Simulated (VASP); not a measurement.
Crystal: AlGa3As4.

```
Al Ga As
1.0
     4.01231    0.00000    0.00000
     0.00000    4.01030    5.66467
     0.00000   -4.01030    5.66467
Al Ga As
1 3 4
Direct
  0.00000 0.00040 0.00040
  0.50000 0.00039 0.49963
  0.50000 0.49963 0.00039
  0.00000 0.49969 0.49969
  0.50000 0.12469 0.12469
  0.00000 0.12476 0.62549
  0.00000 0.62549 0.12476
  0.50000 0.62495 0.62495
```

Base run:

- Program: VASP 6.6.1
- Functional: r2SCAN
- Potentials or basis: VASP PAW PBE potentials, release 64 (Al, Ga_d, As)
- Cutoff: 550 eV
- k mesh: 6 × 4 × 4
- Occupations: fermi-dirac, width 0.02 eV
- Spin: no spin polarisation

Its results: band gap on the k mesh 1.16 eV; pressure 0.1 GPa; largest force 0.012 eV/Å.

Problem. The run is repeated on the same cell with these changes: functional from r2SCAN to PBE; cutoff from 550 eV to 500 eV. What comes out?

Solution. Band gap on the k mesh 0.70 eV; pressure 2.7 GPa; largest force 0.059 eV/Å.

Caveats: the PAW data sets were made with another functional, which shifts forces and pressure a little (at least some runs); semilocal functionals underestimate gaps, and a narrow one can read as zero (at least some runs).

A k mesh can miss the band edges.
